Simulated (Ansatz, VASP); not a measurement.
Two plane-wave programs on W

```
W
1.0
     0.00000    2.02520    2.02520
     2.02520    0.00000    2.02520
     2.02520    2.02520    0.00000
W
1
Direct
  0.00000 0.00000 0.00000
```

Alike in both runs: functional revPBE; k mesh 14 × 14 × 14; occupations fermi-dirac, width 0.1 eV; no spin polarisation.

Ansatz relaxed the structure, and its values are those at the end. VASP's run is a single point on that final structure, the one shown.

|  | VASP | Ansatz |
| --- | --- | --- |
| version | VASP 6.6.1 | Ansatz 0.2.0 |
| potentials or method | VASP PAW PBE potentials, release 64 (W_sv), cutoff 520 eV | plane waves (420 eV) with PAW, scalar-relativistic |
| valence electrons in the cell | 14 | 14 |

|  | VASP | Ansatz | Ansatz less VASP |
| --- | --- | --- | --- |
| pressure (GPa) | 0.4 | 0.0 | -0.45 |

VASP's potentials were made for PBE, not for revPBE.

Neither program's run includes spin-orbit coupling.
